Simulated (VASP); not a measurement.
Runs of VASP 6.6.1 on LiH. The structure is that of space group P6_3/mmc (No. 194), or close to it. The cells are those of the table. 

```tsv
level	cell	gap on the mesh (eV)
PBE	a = 3.189, b = 3.189, c = 3.989 Å, angles 90.0, 90.0, 120.0°, 4 atoms	1.71
r2SCAN	a = 3.320, b = 3.320, c = 4.148 Å, angles 90.0, 90.0, 120.0°, 4 atoms	(b)
PBE	a = 3.256, b = 3.256, c = 4.072 Å, angles 90.0, 90.0, 120.0°, 4 atoms	1.84
PBE	a = 3.319, b = 3.319, c = 4.152 Å, angles 90.0, 90.0, 120.0°, 4 atoms	1.95
PBE	a = 3.288, b = 3.288, c = 4.113 Å, angles 90.0, 90.0, 120.0°, 4 atoms	(a)
```

Alike in all rows: task single point; potentials or basis VASP PAW PBE potentials, release 64 (Li_sv, H); no spin polarisation; k mesh 9 × 9 × 6; cutoff (eV) 520; smearing gaussian 0.01 eV.

Q: Estimate the missing entries.

A: (a) 1.90; (b) 2.40.

A k mesh can miss the band edges.
